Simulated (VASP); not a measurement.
Si2Ni, 3 atoms in the cell. The structure is cubic, space group Fm-3m (No. 225). Conventional cell: a = 5.656 Å, b = 5.656 Å, c = 5.656 Å, α = 90.00°, β = 90.00°, γ = 90.00°. Si (site symmetry -43m) has 4 Ni at 2.45 Å and 6 Si at 2.83 Å within 3.2 Å. Within 3.2 Å of Ni (site symmetry m-3m) lie 8 Si at 2.45 Å. 

```yaml
Program: VASP 6.6.1
Task: single point
Functional: PBE
Potentials_or_basis: VASP PAW PBE potentials, release 64 (Si, Ni)
Cutoff: 520 eV
k_mesh: 14 × 14 × 14
Occupations: gaussian, width 0.15 eV
Spin: collinear spin, ferromagnetic start
Starting_moments: "[0.0, 0.0, 0.375] μB"
Fixed_moment: 0.375 μB
Dipole_correction: no
Further_INCAR_settings: ALGO = Normal; EDIFF = 1e-07; NBANDS = 20
```

Potentials or basis: VASP PAW PBE potentials, release 64 (Si, Ni).

Launch:

```bash
$ cat potpaw_PBE.64/Si/POTCAR potpaw_PBE.64/Ni/POTCAR > POTCAR
$ mpirun -np 1 vasp_std > vasp.out
```

Hardware: 1 thread of Intel(R) Xeon(R) 6975P-C (Granite Rapids), on a shared host.

**Question.** Estimate the wall time of this run.

**Answer.** Wall time 94 s on 1 thread of Intel(R) Xeon(R) 6975P-C (Granite Rapids), with other jobs on the host, peak memory 0.28 GiB. Counts: scf iterations 16, k points 104.
